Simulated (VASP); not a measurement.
# K (Cmmm) in VASP: a series of runs

K is run at these levels: PBE; tasks: single point.

All numbers are computed with VASP 6.6.1; they aren't measurements. Logs are shortened: lines on timing, memory, paths and dates and some standing lists are left out, and cuts for length are marked.

## Step 1: The cell of the first run

Symmetry: Cmmm, No. 65, orthorhombic system. The conventional cell has a = 7.402 Å, b = 11.048 Å, c = 8.367 Å, α = 90.00°, β = 90.00°, γ = 90.00°. Within 4.9 Å of K (site symmetry 2) lie 6 K at 3.70 to 4.18 Å. Within 5.2 Å of K (site symmetry mmm) lie 8 K at 3.93 Å.

## Step 2: Single point, PBE

Contents of INCAR:

```
SYSTEM = K
PREC     = Accurate       ! precision mode
ENCUT    = 520            ! plane-wave cutoff, eV
EDIFF    = 1E-7           ! SCF threshold, eV
ISMEAR   = 0              ! smearing method
SIGMA    = 0.1            ! smearing width, eV
LREAL    = .FALSE.        ! projectors in reciprocal space
LASPH    = .TRUE.         ! aspherical terms in the spheres
NELM     = 100            ! most SCF steps
ALGO     = Normal         ! electronic algorithm
ISIF     = 2              ! what is computed and relaxed
LWAVE    = .FALSE.        ! write WAVECAR
LCHARG   = .FALSE.        ! write CHGCAR
GGA      = PE             ! functional
NBANDS   = 30             ! bands
```

Contents of KPOINTS:

```
Automatic mesh
0
G
  6 6 4
  0 0 0
```

Contents of POSCAR:

```
K
1.0
    3.7010000000     -5.5240000000      0.0000000000
    3.7010000000      5.5240000000      0.0000000000
    0.0000000000      0.0000000000      8.3670000000
K
5
Direct
    0.5000000000      0.0000000000      0.2500000000
    0.0000000000      0.5000000000      0.7500000000
    0.0000000000      0.5000000000      0.2500000000
    0.5000000000      0.0000000000      0.7500000000
    0.0000000000      0.0000000000      0.0000000000
```

Potentials or basis: VASP PAW PBE potentials, release 64 (K_sv).

On the command line:

```
$ cat potpaw_PBE.64/K_sv/POTCAR > POTCAR
$ mpirun -np 1 vasp_std > vasp.out
```

OUTCAR:

```text
SYSTEM = K
   PREC = Accurate
   ENCUT = 520
   EDIFF = 1E-7
   ISMEAR = 0
   LREAL = .FALSE.
   LASPH = .TRUE.
   NELM = 100
   ISIF = 2
   GGA = PE

 ion  position               nearest neighbor table
   1  0.500  0.000  0.250-   3 3.70   3 3.70
   2  0.000  0.500  0.750-   4 3.70   4 3.70
   3  0.000  0.500  0.250-   1 3.70   1 3.70
   4  0.500  0.000  0.750-   2 3.70   2 3.70
   5  0.000  0.000  0.000-

  LATTYP: Found a base centered orthorhombic cell.
 ALAT       =     7.4020000000
 B/A-ratio  =     1.4925695758
 C/A-ratio  =     1.1303701702

  Lattice vectors:

 A1 = (   3.7010000000,  -5.5240000000,   0.0000000000)
 A2 = (   3.7010000000,   5.5240000000,   0.0000000000)
 A3 = (   0.0000000000,   0.0000000000,   8.3670000000)

Analysis of symmetry for initial positions (statically):
=====================================================================
 Subroutine PRICEL returns:
 Original cell was already a primitive cell.

 Routine SETGRP: Setting up the symmetry group for a
 base centered orthorhombic supercell.

 Subroutine GETGRP returns: Found  8 space group operations
 (whereof  8 operations were pure point group operations)
 out of a pool of  8 trial point group operations.

The static configuration has the point symmetry D_2h.

Analysis of symmetry for dynamics (positions and initial velocities):
=====================================================================
 Subroutine PRICEL returns:
 Original cell was already a primitive cell.

 Routine SETGRP: Setting up the symmetry group for a
 base centered orthorhombic supercell.

 Subroutine GETGRP returns: Found  8 space group operations
 (whereof  8 operations were pure point group operations)
 out of a pool of  8 trial point group operations.

The dynamic configuration has the point symmetry D_2h.

 Subroutine INISYM returns: Found  8 space group operations
 (whereof  8 operations are pure point group operations),
 and found     1 'primitive' translations

----------------------------------------------------------------------------------------

                                     Primitive cell

  volume of cell :     342.1153

  direct lattice vectors                    reciprocal lattice vectors
     3.701000000 -5.524000000  0.000000000     0.135098622 -0.090514120  0.000000000
     3.701000000  5.524000000  0.000000000     0.135098622  0.090514120  0.000000000
     0.000000000  0.000000000  8.367000000     0.000000000  0.000000000  0.119517151

  length of vectors
     6.649208750  6.649208750  8.367000000     0.162617476  0.162617476  0.119517151

  position of ions in fractional coordinates (direct lattice)
     0.500000000  1.000000000  0.250000000
     1.000000000  0.500000000  0.750000000
     1.000000000  0.500000000  0.250000000
     0.500000000  1.000000000  0.750000000
     0.000000000  0.000000000  0.000000000

  ion indices of the primitive-cell ions
   primitive index   ion index
                 1           1
                 2           2
                 3           3
                 4           4
                 5           5

----------------------------------------------------------------------------------------

 KPOINTS: Automatic mesh

Automatic generation of k-mesh.
 Grid dimensions read from file:
 generate k-points for:    6    6    4

 Generating k-lattice:

  Cartesian coordinates                     Fractional coordinates (reciprocal lattice)
     0.022516437 -0.015085687  0.000000000     0.166666667 -0.000000000  0.000000000
     0.022516437  0.015085687  0.000000000    -0.000000000  0.166666667  0.000000000
     0.000000000  0.000000000  0.029879288     0.000000000  0.000000000  0.250000000

  Length of vectors
     0.027102913  0.027102913  0.029879288

  Shift w.r.t. Gamma in fractional coordinates (k-lattice)
     0.000000000  0.000000000  0.000000000

 Subroutine IBZKPT returns following result:
 ===========================================

 Found     39 irreducible k-points:

 Following reciprocal coordinates:
            Coordinates               Weight
  0.000000  0.000000  0.000000      1.000000
  0.166667  0.000000  0.000000      4.000000
  0.333333 -0.000000  0.000000      4.000000
  0.500000  0.000000  0.000000      2.000000
  0.166667  0.166667  0.000000      2.000000
  0.333333  0.166667  0.000000      4.000000
[... 16 lines left out ...]
  0.333333  0.333333  0.250000      4.000000
  0.500000  0.333333  0.250000      8.000000
 [... further k-points ...]
   k-points           NKPTS =     39   k-points in BZ     NKDIM =     39   number of bands    NBANDS=     30
   number of dos      NEDOS =    301   number of ions     NIONS =      5
   total plane-waves  NPLWV = 160000
   dimension x,y,z NGX =    50 NGY =   50 NGZ =   64
   dimension x,y,z NGXF=   100 NGYF=  100 NGZF=  128
   ions per type =               5
   NGX,Y,Z   is equivalent  to a cutoff of  12.50, 12.50, 12.72 a.u.
   NGXF,Y,Z  is equivalent  to a cutoff of  25.00, 25.00, 25.43 a.u.
 SYSTEM =  K
   PREC   = accura    normal or accurate (medium, high low for compatibility)
   ISTART =      0    job   : 0-new  1-cont  2-samecut
   ICHARG =      2    charge: 1-file 2-atom 10-const
   ISPIN  =      1    spin polarized calculation?
   LNONCOLLINEAR =      F non collinear calculations
   LSORBIT =      F    spin-orbit coupling
   LASPH  =      T    aspherical Exc in radial PAW
   ENCUT  =  520.0 eV  38.22 Ry    6.18 a.u.  12.36 12.36 15.56*2*pi/ulx,y,z
   NELM   =    100;   NELMIN=  2; NELMDL= -5     # of ELM steps
   EDIFF  = 0.1E-06   stopping-criterion for ELM
   LREAL  =      F    real-space projection
   EDIFFG = 0.1E-05   stopping-criterion for IOM
   NSW    =      0    number of steps for IOM
   IBRION =     -1    ionic relax: 0-MD 1-quasi-New 2-CG
   NFREE  =      0    steps in history (QN), initial steepest desc. (CG)
   ISIF   =      2    stress and relaxation
   ISYM   =      2    0-nonsym 1-usesym 2-fastsym
   POTIM  = 0.5000    time-step for ionic-motion
   TEBEG  =    0.0;   TEEND  =   0.0 temperature during run
   PSTRESS=    0.0 pullay stress
   NELECT =      45.0000    total number of electrons
   NUPDOWN=      -1.0000    fix difference up-down
   EMIN   =  10.00;   EMAX   =-10.00  energy-range for DOS
   EFERMI =   0.00;   METHOD = LEGACY
   ISMEAR =     0;   SIGMA  =   0.10  broadening in eV -4-tet -1-fermi 0-gaus
   EFERMI_NEDOS =   21; number of points for ismear=-14 and -15
   IALGO  =     38    algorithm
   IMIX   =      4    mixing-type and parameters
     AMIX     =   0.40;   BMIX     =  1.00
     AMIX_MAG =   1.60;   BMIX_MAG =  1.00
  volume/ion in A,a.u.               =      68.42       461.74
  Fermi-wavevector in a.u.,A,eV,Ry     =   0.832571  1.573332  9.431221  0.693175
  Thomas-Fermi vector in A             =   1.945650
   LORBIT       =      0    0 simple, 1 ext, 2 COOP (PROOUT), +10 PAW based schemes
   GGA     = PE    functional components
   LHFCALC =     F    Hartree Fock is set to
   AEXX    =    0.0000 exact exchange contribution
   IVDW    =     0    specifies the selected vdW correction
   LEPSILON=     F    determine dielectric tensor
   LRPA    =     F    only Hartree local field effects (RPA)
 non-spin polarized calculation
 Gauss-broadening in eV      SIGMA  =   0.10
  energy-cutoff  :      520.00
  volume of cell :      342.12
 maximum number of plane-waves:      9256
 NGX is ok and might be reduce to    50
   NGX = 25   NGY = 25   NGZ = 31

 number of electron      44.9999995 magnetization

 Free energy of the ion-electron system (eV)
  ---------------------------------------------------
  ext. energy  EPLUGINS =         0.00000000
  ---------------------------------------------------
  free energy    TOTEN  =        -3.83596487 eV

  energy without entropy =       -3.81579546  energy(sigma->0) =       -3.82588017

 E-fermi :   0.1256     XC(G=0):  -5.7556

 val. band max:        0.1091217693   @ k =  -0.3333   0.3333   0.0000
 cond. band min:       0.1286690500   @ k =  -0.3333   0.1667   0.0000
 fundamental gap:      0.0195472807
 Fermi energy:         0.1255525151

 k-point     1 :       0.0000    0.0000    0.0000
  band No.  band energies     occupation
      1     -32.3008      2.00000
      2     -32.2915      2.00000
      3     -32.2705      2.00000
      4     -32.2646      2.00000
      5     -32.2374      2.00000
      6     -16.0113      2.00000
[... 22 lines left out ...]
     29       2.1721      0.00000
     30       2.4841      0.00000

 k-point     2 :       0.1667    0.0000    0.0000
  band No.  band energies     occupation
      1     -32.2987      2.00000
      2     -32.2897      2.00000
      3     -32.2724      2.00000
      4     -32.2664      2.00000
      5     -32.2377      2.00000
      6     -15.9903      2.00000
[... 22 lines left out ...]
     29       2.3075      0.00000
     30       2.4377      0.00000

 k-point     3 :       0.3333   -0.0000    0.0000
  band No.  band energies     occupation
      1     -32.2930      2.00000
      2     -32.2848      2.00000
      3     -32.2776      2.00000
      4     -32.2714      2.00000
      5     -32.2382      2.00000
      6     -15.9350      2.00000
[... 22 lines left out ...]
     29       2.3371      0.00000
     30       2.4640      0.00000

 k-point     4 :       0.5000    0.0000    0.0000
  band No.  band energies     occupation
      1     -32.2862      2.00000
      2     -32.2842      2.00000
      3     -32.2781      2.00000
      4     -32.2781      2.00000
      5     -32.2384      2.00000
      6     -15.8889      2.00000
[... 22 lines left out ...]
     29       2.3438      0.00000
     30       2.4245      0.00000

 k-point     5 :       0.1667    0.1667    0.0000
  band No.  band energies     occupation
      1     -32.2936      2.00000
      2     -32.2849      2.00000
      3     -32.2774      2.00000
      4     -32.2713      2.00000
      5     -32.2378      2.00000
      6     -15.9404      2.00000
[... 22 lines left out ...]
     29       2.1090      0.00000
     30       2.3864      0.00000
[... 526 lines left out ...]
     29       1.9940      0.00000
     30       2.1771      0.00000

 k-point    22 :      -0.1667    0.1667    0.2500
  band No.  band energies     occupation
      1     -32.2990      2.00000
      2     -32.2927      2.00000
      3     -32.2697      2.00000
      4     -32.2655      2.00000
      5     -32.2381      2.00000
      6     -16.0026      2.00000
[... 22 lines left out ...]
     29       2.0608      0.00000
     30       2.3617      0.00000

 k-point    23 :       0.3333    0.3333    0.2500
  band No.  band energies     occupation
      1     -32.2900      2.00000
      2     -32.2857      2.00000
      3     -32.2777      2.00000
      4     -32.2725      2.00000
      5     -32.2392      2.00000
      6     -15.9178      2.00000
[... 22 lines left out ...]
     29       2.2021      0.00000
     30       2.2836      0.00000

 k-point    24 :       0.5000    0.3333    0.2500
  band No.  band energies     occupation
      1     -32.2952      2.00000
      2     -32.2906      2.00000
      3     -32.2719      2.00000
      4     -32.2674      2.00000
      5     -32.2399      2.00000
      6     -15.9704      2.00000
[... 22 lines left out ...]
     29       1.9567      0.00000
     30       2.2843      0.00000

 [... further k-points ...]
[... 5 lines left out ...]
  --------------------------------------------------------------------------------------
  -------------------------------------------------------------------------------------
  Total        4.9316210      1.5357598      2.4651091      0.0000000      0.0000000      0.0000000
  in kB       23.0955205      7.1921935     11.5444757      0.0000000      0.0000000      0.0000000
  external PRESSURE =      13.9440632 kB  Pullay stress =       0.0000000 kB

 VOLUME and BASIS-vectors are now :
 -----------------------------------------------------------------------------
  energy-cutoff  :      520.00
  volume of cell :      342.12
      direct lattice vectors                 reciprocal lattice vectors
     3.701000000 -5.524000000  0.000000000     0.135098622 -0.090514120  0.000000000
     3.701000000  5.524000000  0.000000000     0.135098622  0.090514120  0.000000000
     0.000000000  0.000000000  8.367000000     0.000000000  0.000000000  0.119517151

 POSITION                                       TOTAL-FORCE (eV/Angst)
 -----------------------------------------------------------------------------------
      1.85050     -2.76200      2.09175        -0.000000      0.000000      0.237570
      1.85050      2.76200      6.27525         0.000000      0.000000     -0.237570
      1.85050      2.76200      2.09175         0.000000      0.000000      0.237570
      1.85050     -2.76200      6.27525        -0.000000     -0.000000     -0.237570
      0.00000      0.00000      0.00000         0.000000      0.000000     -0.000000
 -----------------------------------------------------------------------------------
    total drift:                                0.000000      0.000000     -0.000000

  FREE ENERGIE OF THE ION-ELECTRON SYSTEM (eV)
  ---------------------------------------------------
  free  energy   TOTEN  =        -3.8359648688 eV

  energy  without entropy=       -3.8157954640  energy(sigma->0) =       -3.82588017
```

Wall time 8.4 min (1 thread of Intel Xeon Platinum 8259CL at 2.50GHz (Skylake/Cascade Lake), shared host); peak memory 0.57 GiB.

Results:

```
Free energy   : -3.8360 eV
Pressure      : 1.4 GPa
Largest force : 0.238 eV/Å
```

Forces in eV/Å, atoms in the order of the input:
```
K    0.000  0.000  0.238
K    0.000  0.000 -0.238
K    0.000  0.000  0.238
K    0.000  0.000 -0.238
K    0.000  0.000  0.000
```

Stress tensor (GPa, compression positive):
```
2.31 0.00 0.00
0.00 0.72 0.00
0.00 0.00 1.15
```

Levels at points of the mesh, in eV from the Fermi level:
```tsv
k point	band 18	band 19	band 20	band 21	band 22	band 23	band 24	band 25	band 26	band 27
(0.00, 0.00, 0.00)	-15.80	-15.78	-15.77	-2.33	-0.08	0.03	0.99	1.25	1.31	1.44
(0.50, 0.00, 0.00)	-15.83	-15.80	-15.79	-1.35	-1.07	0.56	0.75	0.94	1.01	1.03
(0.50, 0.50, 0.00)	-15.80	-15.78	-15.78	-1.24	-0.69	0.47	0.53	0.79	0.80	1.05
(0.00, 0.00, 0.50)	-15.80	-15.78	-15.77	-1.88	-1.49	1.28	1.36	1.50	1.58	1.63
(0.50, 0.00, 0.50)	-15.81	-15.81	-15.79	-0.97	-0.64	-0.50	-0.41	1.20	1.34	1.55
(0.50, 0.50, 0.50)	-15.80	-15.78	-15.78	-0.71	-0.52	-0.42	0.02	0.53	1.00	1.01
```

(Continued in part 2 of 2.)
